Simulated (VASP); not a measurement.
Ir, 1 atom in the cell. Symmetry: Fm-3m, No. 225, cubic system. Conventional cell: a = 3.846 Å, b = 3.846 Å, c = 3.846 Å, α = 90.00°, β = 90.00°, γ = 90.00°. Ir (site symmetry m-3m) has 12 Ir at 2.72 Å within 3.6 Å. 

| Quantity | Value |
| --- | --- |
| Program | VASP 6.6.1 |
| Task | single point |
| Functional | r2SCAN |
| Potentials or basis | VASP PAW PBE potentials, release 64 (Ir) |
| Cutoff | 520 eV |
| k mesh | 14 × 14 × 14 |
| Occupations | gaussian, width 0.6 eV |
| Spin | no spin polarisation |
| Dipole correction | no |
| Further INCAR settings | ALGO = Normal; EDIFF = 1e-06; NBANDS = 10 |

Potentials or basis: VASP PAW PBE potentials, release 64 (Ir).

Run with:

```bash
$ cat potpaw_PBE.64/Ir/POTCAR > POTCAR
$ cp INCAR.step1 INCAR
$ mpirun -np 1 vasp_std > vasp.out
$ cp INCAR.step2 INCAR
$ mpirun -np 1 vasp_std > vasp.out
```

Hardware: 1 thread of Intel(R) Xeon(R) 6975P-C (Granite Rapids), with other jobs on the host.

**Question.** How long does it take, and how much memory?

**Answer.** Wall time 25 s on 1 thread of Intel(R) Xeon(R) 6975P-C (Granite Rapids) (shared host), peak memory 0.14 GiB. Counts: k points 104.
